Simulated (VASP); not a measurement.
# Y (Im-3m) in VASP: further runs, part 2 of 2

VASP 6.6.1. Earlier steps stand in the parts before.

### Step 3. Single point, PBEsol

This run uses another cell than the first one, of 19.31 Å³/atom.

INCAR

```
SYSTEM = Y
PREC = Accurate
ENCUT = 500
EDIFF = 1E-6
ISMEAR = -1
SIGMA = 0.05
LREAL = .False.
LASPH = .True.
NELM = 120
ALGO = Normal
ISIF = 2
LWAVE = .False.
LCHARG = .False.
GGA = PS
NBANDS = 12
GGA_COMPAT = .False.
```

KPOINTS

```
regular mesh
0
Gamma
  15 15 15
  0 0 0
```

POSCAR

```
Y
1.0
   -1.6901496100      1.6901496100      1.6901496100
    1.6901496100     -1.6901496100      1.6901496100
    1.6901496100      1.6901496100     -1.6901496100
Y
1
Direct
    0.0000000000      0.0000000000      0.0000000000
```

Potentials or basis: VASP PAW PBE potentials, release 64 (Y_sv).

Launch:

```bash
cat potpaw_PBE.64/Y_sv/POTCAR > POTCAR
mpirun -np 1 vasp_std > vasp.out
```

OUTCAR:

```text
SYSTEM = Y
   PREC = Accurate
   ENCUT = 500
   EDIFF = 1E-6
   ISMEAR = -1
   LREAL = .False.
   LASPH = .True.
   NELM = 120
   ISIF = 2
   GGA = PS

 ion  position               nearest neighbor table
   1  0.000  0.000  0.000-

  LATTYP: Found a body centered cubic cell.
 ALAT       =     3.3802992200

  Lattice vectors:

 A1 = (  -1.6901496100,   1.6901496100,   1.6901496100)
 A2 = (   1.6901496100,  -1.6901496100,   1.6901496100)
 A3 = (   1.6901496100,   1.6901496100,  -1.6901496100)

Analysis of symmetry for initial positions (statically):
=====================================================================
 Subroutine PRICEL returns:
 Original cell was already a primitive cell.

 Routine SETGRP: Setting up the symmetry group for a
 body centered cubic supercell.

 Subroutine GETGRP returns: Found 48 space group operations
 (whereof 48 operations were pure point group operations)
 out of a pool of 48 trial point group operations.

The static configuration has the point symmetry O_h .

Analysis of symmetry for dynamics (positions and initial velocities):
=====================================================================
 Subroutine PRICEL returns:
 Original cell was already a primitive cell.

 Routine SETGRP: Setting up the symmetry group for a
 body centered cubic supercell.

 Subroutine GETGRP returns: Found 48 space group operations
 (whereof 48 operations were pure point group operations)
 out of a pool of 48 trial point group operations.

The dynamic configuration has the point symmetry O_h .

 Subroutine INISYM returns: Found 48 space group operations
 (whereof 48 operations are pure point group operations),
 and found     1 'primitive' translations

----------------------------------------------------------------------------------------

                                     Primitive cell

  volume of cell :      19.3124

  direct lattice vectors                    reciprocal lattice vectors
    -1.690149610  1.690149610  1.690149610     0.000000000  0.295831799  0.295831799
     1.690149610 -1.690149610  1.690149610     0.295831799  0.000000000  0.295831799
     1.690149610  1.690149610 -1.690149610     0.295831799  0.295831799  0.000000000

  length of vectors
     2.927424997  2.927424997  2.927424997     0.418369343  0.418369343  0.418369343

  position of ions in fractional coordinates (direct lattice)
     0.000000000  0.000000000  0.000000000

  ion indices of the primitive-cell ions
   primitive index   ion index
                 1           1

----------------------------------------------------------------------------------------

 KPOINTS: regular mesh

Automatic generation of k-mesh.
 Grid dimensions read from file:
 generate k-points for:   15   15   15

 Generating k-lattice:

  Cartesian coordinates                     Fractional coordinates (reciprocal lattice)
     0.000000000  0.019722120  0.019722120     0.066666667  0.000000000  0.000000000
     0.019722120  0.000000000  0.019722120     0.000000000  0.066666667  0.000000000
     0.019722120  0.019722120  0.000000000     0.000000000  0.000000000  0.066666667

  Length of vectors
     0.027891290  0.027891290  0.027891290

  Shift w.r.t. Gamma in fractional coordinates (k-lattice)
     0.000000000  0.000000000  0.000000000

 Subroutine IBZKPT returns following result:
 ===========================================

 Found    120 irreducible k-points:

 Following reciprocal coordinates:
            Coordinates               Weight
  0.000000  0.000000  0.000000      1.000000
  0.066667  0.000000  0.000000     12.000000
  0.133333  0.000000  0.000000     12.000000
  0.200000  0.000000  0.000000     12.000000
  0.266667  0.000000  0.000000     12.000000
  0.333333  0.000000  0.000000     12.000000
[... 16 lines left out ...]
  0.333333  0.200000  0.000000     48.000000
  0.400000  0.200000 -0.000000     24.000000
 [... further k-points ...]
   k-points           NKPTS =    120   k-points in BZ     NKDIM =    120   number of bands    NBANDS=     12
   number of dos      NEDOS =    301   number of ions     NIONS =      1
   total plane-waves  NPLWV =  13824
   dimension x,y,z NGX =    24 NGY =   24 NGZ =   24
   dimension x,y,z NGXF=    48 NGYF=   48 NGZF=   48
   ions per type =               1
   NGX,Y,Z   is equivalent  to a cutoff of  13.63, 13.63, 13.63 a.u.
   NGXF,Y,Z  is equivalent  to a cutoff of  27.26, 27.26, 27.26 a.u.
 SYSTEM =  Y
   PREC   = accura    normal or accurate (medium, high low for compatibility)
   ISTART =      0    job   : 0-new  1-cont  2-samecut
   ICHARG =      2    charge: 1-file 2-atom 10-const
   ISPIN  =      1    spin polarized calculation?
   LNONCOLLINEAR =      F non collinear calculations
   LSORBIT =      F    spin-orbit coupling
   LASPH  =      T    aspherical Exc in radial PAW
   ENCUT  =  500.0 eV  36.75 Ry    6.06 a.u.   5.34  5.34  5.34*2*pi/ulx,y,z
   NELM   =    120;   NELMIN=  2; NELMDL= -5     # of ELM steps
   EDIFF  = 0.1E-05   stopping-criterion for ELM
   LREAL  =      F    real-space projection
   EDIFFG = 0.1E-04   stopping-criterion for IOM
   NSW    =      0    number of steps for IOM
   IBRION =     -1    ionic relax: 0-MD 1-quasi-New 2-CG
   NFREE  =      0    steps in history (QN), initial steepest desc. (CG)
   ISIF   =      2    stress and relaxation
   ISYM   =      2    0-nonsym 1-usesym 2-fastsym
   POTIM  = 0.5000    time-step for ionic-motion
   TEBEG  =    0.0;   TEEND  =   0.0 temperature during run
   PSTRESS=    0.0 pullay stress
   NELECT =      11.0000    total number of electrons
   NUPDOWN=      -1.0000    fix difference up-down
   EMIN   =  10.00;   EMAX   =-10.00  energy-range for DOS
   EFERMI =   0.00;   METHOD = LEGACY
   ISMEAR =    -1;   SIGMA  =   0.05  broadening in eV -4-tet -1-fermi 0-gaus
   EFERMI_NEDOS =   21; number of points for ismear=-14 and -15
   IALGO  =     38    algorithm
   IMIX   =      4    mixing-type and parameters
     AMIX     =   0.40;   BMIX     =  1.00
     AMIX_MAG =   1.60;   BMIX_MAG =  1.00
  volume/ion in A,a.u.               =      19.31       130.33
  Fermi-wavevector in a.u.,A,eV,Ry     =   1.357044  2.564441 25.056058  1.841568
  Thomas-Fermi vector in A             =   2.483996
   LORBIT       =      0    0 simple, 1 ext, 2 COOP (PROOUT), +10 PAW based schemes
   GGA     = PS    functional components
   LHFCALC =     F    Hartree Fock is set to
   AEXX    =    0.0000 exact exchange contribution
   IVDW    =     0    specifies the selected vdW correction
   LEPSILON=     F    determine dielectric tensor
   LRPA    =     F    only Hartree local field effects (RPA)
 non-spin polarized calculation
  energy-cutoff  :      500.00
  volume of cell :       19.31
 maximum number of plane-waves:       499
 NGX is ok and might be reduce to    24
   NGX = 11   NGY = 11   NGZ = 11

 number of electron      11.0000000 magnetization

 Free energy of the ion-electron system (eV)
  ---------------------------------------------------
  ext. energy  EPLUGINS =         0.00000000
  ---------------------------------------------------
  free energy    TOTEN  =        -5.62612065 eV

  energy without entropy =       -5.60777041  energy(sigma->0) =       -5.61694553

 E-fermi :   5.9363     XC(G=0): -11.8514

 val. band max:        5.9362814960   @ k =   0.2667   0.0667   0.0667
 cond. band min:       5.9368048380   @ k =   0.3333   0.2000   0.1333
 fundamental gap:      0.0005233420
 Fermi energy:         5.9363270934

 k-point     1 :       0.0000    0.0000    0.0000
  band No.  band energies     occupation
      1     -35.9822      2.00000
      2     -14.6116      2.00000
      3     -14.6116      2.00000
      4     -14.6116      2.00000
      5       1.0386      2.00000
      6       8.1969      0.00000
      7       8.1969      0.00000
      8       8.1969      0.00000
      9      11.4502      0.00000
     10      11.4502      0.00000
     11      18.2960      0.00000
     12      18.2960      0.00000
[... 331 lines left out ...]
 k-point    24 :       0.4000    0.2000   -0.0000
  band No.  band energies     occupation
      1     -35.3839      2.00000
      2     -16.9643      2.00000
      3     -15.8527      2.00000
      4     -14.9044      2.00000
      5       4.1955      2.00000
      6       5.8568      1.66121
      7       7.9552      0.00000
      8      11.3588      0.00000
      9      13.1317      0.00000
     10      17.6841      0.00000
     11      18.3865      0.00000
     12      19.6776      0.00000

 [... further k-points ...]

------------------------ aborting loop because EDIFF is reached ----------------------------------------

  FORCE on cell =-STRESS in cart. coord.  units (eV):
  Direction    XX          YY          ZZ          XY          YZ          ZX
  --------------------------------------------------------------------------------------
  -------------------------------------------------------------------------------------
  Total        4.7750727      4.7750727      4.7750727      0.0000000     -0.0000000     -0.0000000
  in kB      396.1458711    396.1458711    396.1458711      0.0000000     -0.0000000     -0.0000000
  external PRESSURE =     396.1458711 kB  Pullay stress =       0.0000000 kB

 VOLUME and BASIS-vectors are now :
 -----------------------------------------------------------------------------
  energy-cutoff  :      500.00
  volume of cell :       19.31
      direct lattice vectors                 reciprocal lattice vectors
    -1.690149610  1.690149610  1.690149610     0.000000000  0.295831799  0.295831799
     1.690149610 -1.690149610  1.690149610     0.295831799  0.000000000  0.295831799
     1.690149610  1.690149610 -1.690149610     0.295831799  0.295831799  0.000000000

 POSITION                                       TOTAL-FORCE (eV/Angst)
 -----------------------------------------------------------------------------------
      0.00000      0.00000      0.00000         0.000000     -0.000000      0.000000
 -----------------------------------------------------------------------------------
    total drift:                                0.000000      0.000000      0.000000

  FREE ENERGIE OF THE ION-ELECTRON SYSTEM (eV)
  ---------------------------------------------------
  free  energy   TOTEN  =        -5.6261206525 eV

  energy  without entropy=       -5.6077704144  energy(sigma->0) =       -5.61694553
```

stdout:

```text
POSCAR found type information on POSCAR Y
 POSCAR found :  1 types and       1 ions
 scaLAPACK will be used
 -----------------------------------------------------------------------------
|                                                                             |
|                                                                             |
|     You enforced a specific xc type in the INCAR file but a different       |
|     I HOPE YOU KNOW WHAT YOU ARE DOING!                                     |
|                                                                             |
 -----------------------------------------------------------------------------

 LDA part: xc-table for (Slater+PW92), standard interpolation
 POSCAR, INCAR and KPOINTS ok, starting setup
 FFT: planning ... GRIDC
 FFT: planning ... GRID_SOFT
 FFT: planning ... GRID
 WAVECAR not read
 entering main loop
```

Run time: 17 s. Hardware: 1 thread of Intel Xeon Platinum 8488C (Sapphire Rapids), shared host; peak memory 0.17 GiB.

Results:

| Quantity | Value |
| --- | --- |
| Free energy | -5.6261 eV |
| Pressure | 39.6 GPa |
| Band gap on the k mesh | zero (an odd number of electrons rules out a gap without spin polarisation) |

Levels at points of the mesh, in eV from the Fermi level:
| k point | band 4 | band 5 | band 6 | band 7 | band 8 | band 9 |
| --- | --- | --- | --- | --- | --- | --- |
| (0.00, 0.00, 0.00) | -20.55 | -4.90 | 2.26 | 2.26 | 2.26 | 5.51 |

Caveat: the cell stands under pressure; the PAW data sets were made with another functional, which shifts forces and pressure a little.

### Step 4. Single point, PBEsol

This run uses another cell than the first one, of 22.99 Å³/atom.

INCAR

```
ALGO = Normal
EDIFF = 1E-6
ENCUT = 500
GGA = PS
GGA_COMPAT = F
ISIF = 2
ISMEAR = -1
LASPH = T
LCHARG = F
LREAL = F
LWAVE = F
NBANDS = 12
NELM = 120
PREC = Accurate
SIGMA = 0.05
```

KPOINTS

```
k-points
0
Gamma
  15 15 15
```

POSCAR

```
Y
1.0
   -1.7912379998      1.7912379998      1.7912379998
    1.7912379998     -1.7912379998      1.7912379998
    1.7912379998      1.7912379998     -1.7912379998
Y
1
Direct
    0.0000000000      0.0000000000      0.0000000000
```

Launch:

```bash
cat potpaw_PBE.64/Y_sv/POTCAR > POTCAR
mpirun -np 1 vasp_std > vasp.out
```

Wall time 18 s (1 thread of Intel Xeon Platinum 8488C (Sapphire Rapids), shared host); peak memory 0.17 GiB.

Results (log left out):

| Item | Value |
| --- | --- |
| Free energy | -6.2862 eV |
| Pressure | 19.6 GPa |
| Band gap on the k mesh | zero (an odd number of electrons rules out a gap without spin polarisation) |

Levels at points of the mesh, in eV from the Fermi level:
| k point | band 1 | band 2 | band 3 | band 4 | band 5 | band 6 | band 7 | band 8 | band 9 | band 10 |
| --- | --- | --- | --- | --- | --- | --- | --- | --- | --- | --- |
| (0.00, 0.00, 0.00) | -42.02 | -21.22 | -21.22 | -21.22 | -5.11 | 2.07 | 2.07 | 2.07 | 4.85 | 4.85 |

Caveat: the cell stands under pressure; the PAW data sets were made with another functional, which shifts forces and pressure a little.

### Step 5. Single point, PBEsol

This run uses another cell than the first one, of 31.40 Å³/atom.

INCAR

```
PREC = Accurate
ENCUT = 500
EDIFF = 1E-6
ISMEAR = -1
SIGMA = 0.05
LREAL = False
LASPH = True
NELM = 120
ALGO = Normal
ISIF = 2
LWAVE = False
LCHARG = False
GGA = PS
NBANDS = 12
GGA_COMPAT = False
```

KPOINTS

```
Automatic mesh
0
Gamma
  15 15 15
```

POSCAR

```
Y
1.0
   -1.9873783181      1.9873783181      1.9873783181
    1.9873783181     -1.9873783181      1.9873783181
    1.9873783181      1.9873783181     -1.9873783181
Y
1
Direct
    0.0000000000      0.0000000000      0.0000000000
```

Launch:

```bash
cat potpaw_PBE.64/Y_sv/POTCAR > POTCAR
mpirun -np 1 vasp_std > vasp.out
```

It took 35 s on 1 thread of Intel Xeon Platinum 8488C (Sapphire Rapids), shared host; peak memory 0.2 GiB.

Results (log left out):

```
Free energy            : -6.6998 eV
Pressure               : -0.1 GPa
Band gap on the k mesh : zero (an odd number of electrons rules out a gap without spin polarisation)
```

Levels at points of the mesh, in eV from the Fermi level:
```
           k point  band 1  band 2  band 3  band 4  band 5  band 6  band 7  band 8  band 9  band 10
(0.00, 0.00, 0.00)  -42.66  -22.34  -22.34  -22.34   -4.91    1.69    1.69    1.69    3.73     3.73
```

Caveat: the PAW data sets were made with another functional, which shifts forces and pressure a little.

### Step 6. Relaxation of cell and atoms, PBEsol

This run uses another cell than the first one, of 32.97 Å³/atom.

INCAR

```
PREC     = Accurate       # precision mode
ENCUT    = 500            # plane-wave cutoff, eV
EDIFF    = 1E-7           # SCF threshold, eV
ISMEAR   = -1             # smearing method
SIGMA    = 0.05           # smearing width, eV
LREAL    = F              # projectors in reciprocal space
LASPH    = T              # aspherical terms in the spheres
NELM     = 120            # most SCF steps
ALGO     = Normal         # electronic algorithm
ISIF     = 3              # what is computed and relaxed
LWAVE    = F              # write WAVECAR
LCHARG   = F              # write CHGCAR
GGA      = PS             # functional
IBRION   = 2              # ionic algorithm
NSW      = 80             # ionic steps
EDIFFG   = -0.02          # ionic threshold
GGA_COMPAT= F            
NELMIN   = 4
```

KPOINTS

```
regular mesh
0
Gamma
  15 15 15
```

POSCAR

```
Y
1.0
   -2.0200000000      2.0200000000      2.0200000000
    2.0200000000     -2.0200000000      2.0200000000
    2.0200000000      2.0200000000     -2.0200000000
Y
1
Direct
    0.0000000000      0.0000000000      0.0000000000
```

Potentials or basis: VASP PAW PBE potentials, release 64 (Y_sv).

Launch:

```bash
cat potpaw_PBE.64/Y_sv/POTCAR > POTCAR
mpirun -np 1 vasp_std > vasp.out
```

Run time: 89 s. Hardware: 1 thread of Intel Xeon Platinum 8488C (Sapphire Rapids), shared host; peak memory 0.2 GiB.

The run converged. Its results:

```
Free energy                           : -6.7000 eV
Relaxed volume                        : 31.31 Å³/atom
Relaxed cell                          : a = 3.439 Å, b = 3.439 Å, c = 3.439 Å, α = 109.47°, β = 109.47°, γ = 109.47°
Space group after relaxing (to 0.1 Å) : Im-3m (No. 229)
Energy gained by relaxing             : 10.3 meV/atom
Ionic steps                           : 3
Pressure after relaxing               : 0.0 GPa
Band gap on the k mesh                : zero (an odd number of electrons rules out a gap without spin polarisation)
```

The path:
```csv
step,energy change (eV),largest force (eV/Å),pressure (GPa),volume (Å³)
1,0.0000,0.0000,-1.93,32.97
2,-0.0101,0.0000,0.26,31.11
3,-0.0103,0.0000,0.00,31.31
```

Final structure:
```
Y
1.0
    -1.98553    1.98553    1.98553
     1.98553   -1.98553    1.98553
     1.98553    1.98553   -1.98553
Y
1
Direct
  0.00000 0.00000 0.00000
```

Levels at points of the mesh, in eV from the Fermi level:
| k point | band 1 | band 2 | band 3 | band 4 | band 5 | band 6 | band 7 | band 8 | band 9 |
| --- | --- | --- | --- | --- | --- | --- | --- | --- | --- |
| (0.00, 0.00, 0.00) | -42.65 | -22.33 | -22.33 | -22.33 | -4.91 | 1.69 | 1.69 | 1.69 | 3.74 |

Caveat: the PAW data sets were made with another functional, which shifts forces and pressure a little.

### Step 7. The runs side by side

```csv
task,cell,gap on the mesh (eV),pressure (GPa)
single point,"a = 2.811 Å, angles 109.5°, 1 atom",none,59.7
single point,"a = 2.927 Å, angles 109.5°, 1 atom",none,39.6
single point,"a = 3.103 Å, angles 109.5°, 1 atom",none,19.6
single point,"a = 3.442 Å, angles 109.5°, 1 atom",none,-0.1
relaxation of cell and atoms,"relaxed from a = 3.499 Å, angles 109.5°, 1 atom",none,0.0
```

Alike in all rows: level PBEsol; potentials or basis VASP PAW PBE potentials, release 64 (Y_sv); no spin polarisation; k mesh 15 × 15 × 15; cutoff (eV) 500; smearing fermi-dirac 0.05 eV.

Caveats: the PAW data sets were made with another functional, which shifts forces and pressure a little; the cell stands under pressure (at least some runs).

Absolute energies hang on the potentials; compare differences alone.

The gap in the log of VASP goes by the Fermi energy; the results here count the filled bands.